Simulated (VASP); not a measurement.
# PbF2 (Fluorocronite) (Fm-3m) in VASP: further runs, part 2 of 2

VASP 6.6.1.

## 4. Single point, PBE

Input file INCAR:

```
PREC = Accurate ; ENCUT = 520
EDIFF = 1E-6 ; ISMEAR = -1
SIGMA = 0.05 ; LREAL = F
LASPH = T ; NELM = 60
ALGO = Normal ; ISIF = 2
LWAVE = F ; LCHARG = T
GGA = PE ; LELF = T
LVHAR = T ; NBANDS = 21
```

Input file KPOINTS:

```
Automatic mesh
0
Gamma
  8 8 8
```

Input file POSCAR:

```
PbF2
1.0
    0.0000000000      2.9636600000      2.9636600000
    2.9636600000      0.0000000000      2.9636600000
    2.9636600000      2.9636600000      0.0000000000
Pb F
1 2
Direct
    0.0000000000      0.0000000000      0.0000000000
    0.7500000000      0.7500000000      0.7500000000
    0.2500000000      0.2500000000      0.2500000000
```

Potentials or basis: VASP PAW PBE potentials, release 64 (Pb_d, F).

Launch:

```sh
> cat potpaw_PBE.64/Pb_d/POTCAR potpaw_PBE.64/F/POTCAR > POTCAR
> mpirun -np 1 vasp_std > vasp.out
```

OUTCAR:

```text
PREC = Accurate
   ENCUT = 520
   EDIFF = 1E-6
   ISMEAR = -1
   LREAL = F
   LASPH = T
   NELM = 60
   ISIF = 2
   GGA = PE

 ion  position               nearest neighbor table
   1  0.000  0.000  0.000-   2 2.57   2 2.57   2 2.57   3 2.57   3 2.57   3 2.57   3 2.57   2 2.57

   2  0.750  0.750  0.750-   1 2.57   1 2.57   1 2.57   1 2.57
   3  0.250  0.250  0.250-   1 2.57   1 2.57   1 2.57   1 2.57

  LATTYP: Found a face centered cubic cell.
 ALAT       =     5.9273200000

  Lattice vectors:

 A1 = (   0.0000000000,   2.9636600000,   2.9636600000)
 A2 = (   2.9636600000,   0.0000000000,   2.9636600000)
 A3 = (   2.9636600000,   2.9636600000,   0.0000000000)

Analysis of symmetry for initial positions (statically):
=====================================================================
 Subroutine PRICEL returns:
 Original cell was already a primitive cell.

 Routine SETGRP: Setting up the symmetry group for a
 face centered cubic supercell.

 Subroutine GETGRP returns: Found 48 space group operations
 (whereof 48 operations were pure point group operations)
 out of a pool of 48 trial point group operations.
[... 157 lines left out ...]
  ---------------------------------------------------
  ext. energy  EPLUGINS =         0.00000000
  ---------------------------------------------------
  free energy    TOTEN  =       -14.33400523 eV

  energy without entropy =      -14.33400523  energy(sigma->0) =      -14.33400523

 E-fermi :   3.0675     XC(G=0):  -9.4063

 val. band max:        1.8895680349   @ k =  -0.2500   0.5000   0.2500
 cond. band min:       6.3054195174   @ k =   0.5000   0.5000   0.0000
 fundamental gap:      4.4158514825
 Fermi energy:         3.0674561220

 k-point     1 :       0.0000    0.0000    0.0000
  band No.  band energies     occupation
      1     -19.2086      2.00000
      2     -18.5876      2.00000
      3     -12.5479      2.00000
      4     -12.5479      2.00000
      5     -12.5479      2.00000
      6     -12.4913      2.00000
[... 565 lines left out ...]
     20      17.9790      0.00000
     21      18.4411      0.00000

 [... further k-points ...]
[... 5 lines left out ...]
  --------------------------------------------------------------------------------------
  -------------------------------------------------------------------------------------
  Total        0.8054778      0.8054778      0.8054778     -0.0000000      0.0000000     -0.0000000
  in kB       24.7884305     24.7884305     24.7884305     -0.0000000      0.0000000     -0.0000000
  external PRESSURE =      24.7884305 kB  Pullay stress =       0.0000000 kB

 VOLUME and BASIS-vectors are now :
 -----------------------------------------------------------------------------
  energy-cutoff  :      520.00
  volume of cell :       52.06
      direct lattice vectors                 reciprocal lattice vectors
     0.000000000  2.963660000  2.963660000    -0.168710311  0.168710311  0.168710311
     2.963660000  0.000000000  2.963660000     0.168710311 -0.168710311  0.168710311
     2.963660000  2.963660000  0.000000000     0.168710311  0.168710311 -0.168710311

 POSITION                                       TOTAL-FORCE (eV/Angst)
 -----------------------------------------------------------------------------------
      0.00000      0.00000      0.00000        -0.000000     -0.000000      0.000000
      4.44549      4.44549      4.44549        -0.000000     -0.000000     -0.000000
      1.48183      1.48183      1.48183         0.000000      0.000000      0.000000
 -----------------------------------------------------------------------------------
    total drift:                                0.000000     -0.000000      0.000000

  FREE ENERGIE OF THE ION-ELECTRON SYSTEM (eV)
  ---------------------------------------------------
  free  energy   TOTEN  =       -14.3340052318 eV

  energy  without entropy=      -14.3340052318  energy(sigma->0) =      -14.33400523
```

Wall time 11 s (1 thread of Intel Xeon 6975P-C (Granite Rapids), shared host); peak memory 0.18 GiB.

What came out:

```yaml
Free_energy: -14.3340 eV
Pressure: 2.5 GPa
Band_gap_on_the_k_mesh: 4.42 eV, indirect (least direct gap 4.56 eV)
```

Caveat: spin-orbit coupling is left out, which moves the levels of the heavy elements. As with any semilocal functional, this PBE gap is likely too small.

## 5. Overview

```csv
level,cell,gap on the mesh (eV),pressure (GPa)
PBEsol,"a = 4.191 Å, angles 60.0°, 3 atoms",4.30,-1.3
PBE,"a = 4.135 Å, angles 60.0°, 3 atoms",4.40,6.0
PBE,"a = 4.191 Å, angles 60.0°, 3 atoms",4.42,2.5
```

Alike in all rows: task single point; potentials or basis VASP PAW PBE potentials, release 64 (Pb_d, F); no spin polarisation; k mesh 8 × 8 × 8; cutoff (eV) 520; smearing fermi-dirac 0.05 eV.

Caveats: spin-orbit coupling is left out, which moves the levels of the heavy elements; the PAW data sets were made with another functional, which shifts forces and pressure a little (some runs).

Total energies depend on the potentials used, so only differences within one code and one set of settings carry meaning.
